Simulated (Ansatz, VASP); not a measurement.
## Two plane-wave programs on Be3BiAs

```
As Bi Be
1.0
     5.38363    0.00000    0.00000
     0.00000    5.38363    0.00000
     0.00000    0.00000    5.38363
As Bi Be
1 1 3
Cartesian
  0.0000 0.0000 0.0000
  2.6918 2.6918 2.6918
  2.6918 2.6918 0.0000
  2.6918 0.0000 2.6918
  0.0000 2.6918 2.6918
```

Alike in both runs: task single point; functional PBE; k mesh 4 × 4 × 4; occupations gaussian, width 0.05 eV; no spin polarisation.

|  | VASP | Ansatz |
| --- | --- | --- |
| version | VASP 6.6.1 | Ansatz 0.2.0 |
| potentials or method | VASP PAW PBE potentials, release 64 (As, Bi_d, Be), cutoff 600 eV | scalar-relativistic, plane waves, PAW |
| valence electrons in the cell | 26 | 36 |

VASP gave:

* gap on the k mesh at the Fermi level (eV): none
* pressure (GPa): -7.6

Task: What did Ansatz give for the same quantities?

Result: gap on the k mesh at the Fermi level (eV): none; pressure (GPa): -7.5.

A gap of «none» marks a metal or a gap that the smearing closes. VASP's potentials hold 26 valence electrons a cell and Ansatz's 36, so a difference there can come from the potentials and not from the codes.

Neither program's run includes spin-orbit coupling.
